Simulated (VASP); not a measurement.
# Sn (Im-3m) in VASP: further runs

The runs below take Sn through single point, with r2SCAN.

All numbers are computed with VASP 6.6.1; they aren't measurements. Logs are shortened: lines on timing, memory, paths and dates and some standing lists are left out, and cuts for length are marked.

**1. The cell of the first run**

The structure is cubic, space group Im-3m (No. 229). The conventional cell has a = 3.789 Å, b = 3.789 Å, c = 3.789 Å, α = 90.00°, β = 90.00°, γ = 90.00°. Sn (site symmetry m-3m) has 14 Sn at 3.28 to 3.79 Å within 4.3 Å.

**2. Single point, r2SCAN**

Contents of POSCAR:

```
Sn
1.0
   -1.8946518192      1.8946518192      1.8946518192
    1.8946518192     -1.8946518192      1.8946518192
    1.8946518192      1.8946518192     -1.8946518192
Sn
1
Direct
    0.0000000000      0.0000000000      0.0000000000
```

Contents of INCAR.step1:

```
ALGO = Normal
EDIFF = 1E-4
ENCUT = 520
GGA = PE
ISMEAR = 0
LASPH = True
LCHARG = False
LREAL = False
LWAVE = True
NBANDS = 13
NELM = 80
PREC = Accurate
SIGMA = 0.15
```

Contents of INCAR.step2:

```
ALGO = Normal
EDIFF = 1E-7
ENCUT = 520
ISIF = 2
ISMEAR = 0
ISTART = 1
LASPH = True
LCHARG = False
LMIXTAU = True
LREAL = False
LWAVE = False
METAGGA = R2SCAN
NBANDS = 13
NELM = 80
PREC = Accurate
SIGMA = 0.15
```

Contents of KPOINTS:

```
k-points
0
Gamma
  18 18 18
```

Potentials or basis: VASP PAW PBE potentials, release 64 (Sn_d).

Command:

```console
cat potpaw_PBE.64/Sn_d/POTCAR > POTCAR
cp INCAR.step1 INCAR
mpirun -np 1 vasp_std > vasp.out
cp INCAR.step2 INCAR
mpirun -np 1 vasp_std > vasp.out
```

OUTCAR:

```text
EDIFF = 1E-7
   ENCUT = 520
   ISIF = 2
   ISMEAR = 0
   ISTART = 1
   LASPH = True
   LREAL = False
   METAGGA = R2SCAN
   NELM = 80
   PREC = Accurate

 ion  position               nearest neighbor table
   1  0.000  0.000  0.000-

  LATTYP: Found a body centered cubic cell.
 ALAT       =     3.7893036384

  Lattice vectors:

 A1 = (  -1.8946518192,   1.8946518192,   1.8946518192)
 A2 = (   1.8946518192,  -1.8946518192,   1.8946518192)
 A3 = (   1.8946518192,   1.8946518192,  -1.8946518192)

Analysis of symmetry for initial positions (statically):
=====================================================================
 Subroutine PRICEL returns:
 Original cell was already a primitive cell.

 Routine SETGRP: Setting up the symmetry group for a
 body centered cubic supercell.

 Subroutine GETGRP returns: Found 48 space group operations
 (whereof 48 operations were pure point group operations)
 out of a pool of 48 trial point group operations.

The static configuration has the point symmetry O_h .

Analysis of symmetry for dynamics (positions and initial velocities):
=====================================================================
 Subroutine PRICEL returns:
 Original cell was already a primitive cell.

 Routine SETGRP: Setting up the symmetry group for a
 body centered cubic supercell.

 Subroutine GETGRP returns: Found 48 space group operations
 (whereof 48 operations were pure point group operations)
 out of a pool of 48 trial point group operations.

The dynamic configuration has the point symmetry O_h .

 Subroutine INISYM returns: Found 48 space group operations
 (whereof 48 operations are pure point group operations),
 and found     1 'primitive' translations

----------------------------------------------------------------------------------------

                                     Primitive cell

  volume of cell :      27.2050

  direct lattice vectors                    reciprocal lattice vectors
    -1.894651819  1.894651819  1.894651819     0.000000000  0.263900731  0.263900731
     1.894651819 -1.894651819  1.894651819     0.263900731  0.000000000  0.263900731
     1.894651819  1.894651819 -1.894651819     0.263900731  0.263900731  0.000000000

  length of vectors
     3.281633214  3.281633214  3.281633214     0.373211993  0.373211993  0.373211993

  position of ions in fractional coordinates (direct lattice)
     0.000000000  0.000000000  0.000000000

  ion indices of the primitive-cell ions
   primitive index   ion index
                 1           1

----------------------------------------------------------------------------------------

 KPOINTS: k-points

Automatic generation of k-mesh.
 Grid dimensions read from file:
 generate k-points for:   18   18   18

 Generating k-lattice:

  Cartesian coordinates                     Fractional coordinates (reciprocal lattice)
     0.000000000  0.014661152  0.014661152     0.055555556  0.000000000  0.000000000
     0.014661152  0.000000000  0.014661152     0.000000000  0.055555556  0.000000000
     0.014661152  0.014661152  0.000000000     0.000000000  0.000000000  0.055555556

  Length of vectors
     0.020734000  0.020734000  0.020734000

  Shift w.r.t. Gamma in fractional coordinates (k-lattice)
     0.000000000  0.000000000  0.000000000

 Subroutine IBZKPT returns following result:
 ===========================================

 Found    195 irreducible k-points:

 Following reciprocal coordinates:
            Coordinates               Weight
  0.000000  0.000000  0.000000      1.000000
  0.055556  0.000000  0.000000     12.000000
  0.111111  0.000000  0.000000     12.000000
  0.166667  0.000000  0.000000     12.000000
  0.222222  0.000000  0.000000     12.000000
  0.277778  0.000000  0.000000     12.000000
[... 16 lines left out ...]
  0.333333  0.111111 -0.000000     48.000000
  0.388889  0.111111  0.000000     48.000000
 [... further k-points ...]
   k-points           NKPTS =    195   k-points in BZ     NKDIM =    195   number of bands    NBANDS=     13
   number of dos      NEDOS =    301   number of ions     NIONS =      1
   total plane-waves  NPLWV =  13824
   dimension x,y,z NGX =    24 NGY =   24 NGZ =   24
   dimension x,y,z NGXF=    48 NGYF=   48 NGZF=   48
   ions per type =               1
   NGX,Y,Z   is equivalent  to a cutoff of  12.16, 12.16, 12.16 a.u.
   NGXF,Y,Z  is equivalent  to a cutoff of  24.32, 24.32, 24.32 a.u.
 SYSTEM =  unknown system
   PREC   = accura    normal or accurate (medium, high low for compatibility)
   ISTART =      1    job   : 0-new  1-cont  2-samecut
   ICHARG =      0    charge: 1-file 2-atom 10-const
   ISPIN  =      1    spin polarized calculation?
   LNONCOLLINEAR =      F non collinear calculations
   LSORBIT =      F    spin-orbit coupling
   LASPH  =      T    aspherical Exc in radial PAW
   ENCUT  =  520.0 eV  38.22 Ry    6.18 a.u.   6.10  6.10  6.10*2*pi/ulx,y,z
   NELM   =     80;   NELMIN=  2; NELMDL=  0     # of ELM steps
   EDIFF  = 0.1E-06   stopping-criterion for ELM
   LREAL  =      F    real-space projection
   EDIFFG = 0.1E-05   stopping-criterion for IOM
   NSW    =      0    number of steps for IOM
   IBRION =     -1    ionic relax: 0-MD 1-quasi-New 2-CG
   NFREE  =      0    steps in history (QN), initial steepest desc. (CG)
   ISIF   =      2    stress and relaxation
   ISYM   =      2    0-nonsym 1-usesym 2-fastsym
   POTIM  = 0.5000    time-step for ionic-motion
   TEBEG  =    0.0;   TEEND  =   0.0 temperature during run
   PSTRESS=    0.0 pullay stress
   NELECT =      14.0000    total number of electrons
   NUPDOWN=      -1.0000    fix difference up-down
   EMIN   =  10.00;   EMAX   =-10.00  energy-range for DOS
   EFERMI =   0.00;   METHOD = LEGACY
   ISMEAR =     0;   SIGMA  =   0.15  broadening in eV -4-tet -1-fermi 0-gaus
   EFERMI_NEDOS =   21; number of points for ismear=-14 and -15
   IALGO  =     38    algorithm
   IMIX   =      4    mixing-type and parameters
     AMIX     =   0.40;   BMIX     =  1.00
     AMIX_MAG =   1.60;   BMIX_MAG =  1.00
  volume/ion in A,a.u.               =      27.20       183.59
  Fermi-wavevector in a.u.,A,eV,Ry     =   1.311902  2.479136 23.416813  1.721087
  Thomas-Fermi vector in A             =   2.442332
   LORBIT       =      0    0 simple, 1 ext, 2 COOP (PROOUT), +10 PAW based schemes
   METAGGA = R2SCAN    functional components
   LHFCALC =     F    Hartree Fock is set to
   AEXX    =    0.0000 exact exchange contribution
   IVDW    =     0    specifies the selected vdW correction
   LEPSILON=     F    determine dielectric tensor
   LRPA    =     F    only Hartree local field effects (RPA)
 non-spin polarized calculation
 Gauss-broadening in eV      SIGMA  =   0.15
  energy-cutoff  :      520.00
  volume of cell :       27.20
 maximum number of plane-waves:       746
   NGX = 13   NGY = 13   NGZ = 13

 number of electron      13.9999996 magnetization

 Free energy of the ion-electron system (eV)
  ---------------------------------------------------
  ext. energy  EPLUGINS =         0.00000000
  ---------------------------------------------------
  free energy    TOTEN  =       -24.50283374 eV

  energy without entropy =      -24.49546392  energy(sigma->0) =      -24.49914883

 E-fermi :   8.0159     XC(G=0): -11.2539

 val. band max:        8.0104666541   @ k =  -0.2778   0.3333   0.0556
 cond. band min:       8.0690654674   @ k =  -0.3889   0.3889   0.3889
 fundamental gap:      0.0585988133
 Fermi energy:         8.0159032947

 k-point     1 :       0.0000    0.0000    0.0000
  band No.  band energies     occupation
      1     -14.2422      2.00000
      2     -14.2421      2.00000
      3     -14.2421      2.00000
      4     -14.0898      2.00000
      5     -14.0898      2.00000
      6      -3.6208      2.00000
      7      16.4452      0.00000
      8      16.4452      0.00000
      9      16.4453      0.00000
     10      20.9332      0.00000
     11      20.9332      0.00000
     12      20.9332      0.00000
     13      21.2360      0.00000

 k-point     2 :       0.0556    0.0000    0.0000
  band No.  band energies     occupation
      1     -14.2436      2.00000
      2     -14.2399      2.00000
      3     -14.2351      2.00000
      4     -14.0916      2.00000
      5     -14.0901      2.00000
      6      -3.5496      2.00000
      7      15.8033      0.00000
      8      16.1346      0.00000
      9      16.3561      0.00000
     10      19.9570      0.00000
     11      20.1206      0.00000
     12      20.7566      0.00000
     13      21.6449      0.00000

 k-point     3 :       0.1111    0.0000    0.0000
  band No.  band energies     occupation
      1     -14.2480      2.00000
      2     -14.2338      2.00000
      3     -14.2146      2.00000
      4     -14.0963      2.00000
      5     -14.0908      2.00000
      6      -3.3360      2.00000
      7      14.2826      0.00000
      8      15.4205      0.00000
      9      16.0946      0.00000
     10      19.0781      0.00000
     11      19.2932      0.00000
     12      20.5597      0.00000
     13      22.2362      0.00000
[... 305 lines left out ...]
 k-point    23 :       0.3333    0.1111   -0.0000
  band No.  band energies     occupation
      1     -14.2748      2.00000
      2     -14.2114      2.00000
      3     -14.1082      2.00000
      4     -14.1003      2.00000
      5     -14.0359      2.00000
      6       0.0388      2.00000
      7       5.6157      2.00000
      8      10.6377      0.00000
      9      13.2247      0.00000
     10      17.3684      0.00000
     11      19.2388      0.00000
     12      21.7004      0.00000
     13      25.1545      0.00000

 k-point    24 :       0.3889    0.1111    0.0000
  band No.  band energies     occupation
      1     -14.2785      2.00000
      2     -14.2129      2.00000
      3     -14.1040      2.00000
      4     -14.1010      2.00000
      5     -14.0186      2.00000
      6       0.9763      2.00000
      7       4.2792      2.00000
      8      10.3878      0.00000
      9      13.0353      0.00000
     10      17.2162      0.00000
     11      19.1362      0.00000
     12      22.4978      0.00000
     13      24.5121      0.00000

 [... further k-points ...]

------------------------ aborting loop because EDIFF is reached ----------------------------------------

  FORCE on cell =-STRESS in cart. coord.  units (eV):
  Direction    XX          YY          ZZ          XY          YZ          ZX
  --------------------------------------------------------------------------------------
  -------------------------------------------------------------------------------------
  Total       -0.0617746     -0.0617746     -0.0617746      0.0000000      0.0000000      0.0000000
  in kB       -3.6380821     -3.6380821     -3.6380821      0.0000000      0.0000000      0.0000000
  external PRESSURE =      -3.6380821 kB  Pullay stress =       0.0000000 kB

 VOLUME and BASIS-vectors are now :
 -----------------------------------------------------------------------------
  energy-cutoff  :      520.00
  volume of cell :       27.20
      direct lattice vectors                 reciprocal lattice vectors
    -1.894651819  1.894651819  1.894651819     0.000000000  0.263900731  0.263900731
     1.894651819 -1.894651819  1.894651819     0.263900731  0.000000000  0.263900731
     1.894651819  1.894651819 -1.894651819     0.263900731  0.263900731  0.000000000

 POSITION                                       TOTAL-FORCE (eV/Angst)
 -----------------------------------------------------------------------------------
      0.00000      0.00000      0.00000        -0.000000      0.000000      0.000000
 -----------------------------------------------------------------------------------
    total drift:                               -0.000000      0.000000      0.000000

  FREE ENERGIE OF THE ION-ELECTRON SYSTEM (eV)
  ---------------------------------------------------
  free  energy   TOTEN  =       -24.5028337413 eV

  energy  without entropy=      -24.4954639178  energy(sigma->0) =      -24.49914883
```

It took 83 s on 1 thread of Intel Xeon 6975P-C, shared host; peak memory 0.19 GiB.

Results:

```
Free energy            : -24.5028 eV
Pressure               : -0.4 GPa
Band gap on the k mesh : zero (band 7 reaches 16.45 eV, above the bottom of band 8 at 5.41 eV)
```

Caveat: the PAW data sets were made with another functional, which shifts forces and pressure a little; spin-orbit coupling is left out, which moves the levels of the heavy elements.

**3. Single point, r2SCAN**

POSCAR is that of step 2.

Contents of INCAR.step1:

```
SYSTEM = Sn
PREC = Accurate ; ENCUT = 520
ISMEAR = 0 ; SIGMA = 0.15
LREAL = .False. ; LASPH = .True.
NELM = 100 ; NBANDS = 13
GGA = PE ; ALGO = Normal
EDIFF = 1E-4 ; LWAVE = .True.
LCHARG = .False.
```

Contents of INCAR.step2:

```
SYSTEM = Sn
PREC = Accurate ; ENCUT = 520
EDIFF = 1E-6 ; ISMEAR = 0
SIGMA = 0.15 ; LREAL = .False.
LASPH = .True. ; NELM = 100
ALGO = Normal ; ISIF = 2
LWAVE = .False. ; LCHARG = .False.
METAGGA = R2SCAN ; LMIXTAU = .True.
NBANDS = 13 ; ISTART = 1
```

Contents of KPOINTS:

```
regular mesh
0
Gamma
  20 20 20
  0 0 0
```

Potentials or basis: VASP PAW PBE potentials, release 64 (Sn_d).

Command:

```console
cat potpaw_PBE.64/Sn_d/POTCAR > POTCAR
cp INCAR.step1 INCAR
mpirun -np 1 vasp_std > vasp.out
cp INCAR.step2 INCAR
mpirun -np 1 vasp_std > vasp.out
```

Run time: 95 s. Hardware: 1 thread of Intel Xeon 6975P-C, shared host; peak memory 0.21 GiB.

It converged, with:

```
Free energy            : -24.5039 eV
Pressure               : -0.6 GPa
Band gap on the k mesh : zero (band 7 reaches 16.45 eV, above the bottom of band 8 at 5.42 eV)
```

Levels at points of the mesh, in eV from the Fermi level:
```tsv
k point	band 3	band 4	band 5	band 6	band 7	band 8	band 9	band 10	band 11	band 12
(0.00, 0.00, 0.00)	-22.26	-22.11	-22.11	-11.64	8.43	8.43	8.43	12.92	12.92	12.92
(0.50, 0.00, 0.00)	-22.12	-22.12	-22.02	-6.64	-4.68	3.75	5.86	8.57	8.62	15.95
(0.50, 0.50, 0.50)	-22.05	-22.05	-22.05	-2.32	-0.59	-0.59	-0.59	4.19	4.19	19.10
```

Caveat: the PAW data sets were made with another functional, which shifts forces and pressure a little; spin-orbit coupling is left out, which moves the levels of the heavy elements.
